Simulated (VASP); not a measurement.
HfN, 4 atoms in the cell. It takes space group P6_3/mmc (No. 194, hexagonal). The conventional cell has a = 3.134 Å, b = 3.134 Å, c = 5.417 Å, α = 90.00°, β = 90.00°, γ = 120.00°. Hf (site symmetry -6m2) has 6 N at 2.26 Å within 3.0 Å. N (site symmetry -3m) has 6 Hf at 2.26 Å and 2 N at 2.71 Å within 3.0 Å. 

```yaml
Program: VASP 6.6.1
Task: relaxation of cell and atoms
Functional: PBEsol
Potentials_or_basis: VASP PAW PBE potentials, release 64 (Hf_pv, N)
Cutoff: 600 eV
k_mesh: 10 × 10 × 5
Occupations: fermi-dirac, width 0.05 eV
Spin: no spin polarisation
Target_pressure: 20 GPa
Dipole_correction: no
Further_INCAR_settings: ALGO = Normal; EDIFF = 1e-07; IBRION = 2; EDIFFG = -0.01; NSW = 60; ISIF = 3
```

Potentials or basis: VASP PAW PBE potentials, release 64 (Hf_pv, N).

Run with:

```bash
$ cat potpaw_PBE.64/Hf_pv/POTCAR potpaw_PBE.64/N/POTCAR > POTCAR
$ mpirun -np 1 vasp_std > vasp.out
```

Hardware: 1 thread of Intel(R) Xeon(R) Platinum 8488C (Sapphire Rapids), with other jobs on the host.

Question: How long does it take, and how much memory?

Answer: It took 4.7 min on 1 thread of Intel(R) Xeon(R) Platinum 8488C (Sapphire Rapids) (shared host), peak memory 0.22 GiB. Counts: scf iterations 72, k points 42, ion steps 7.
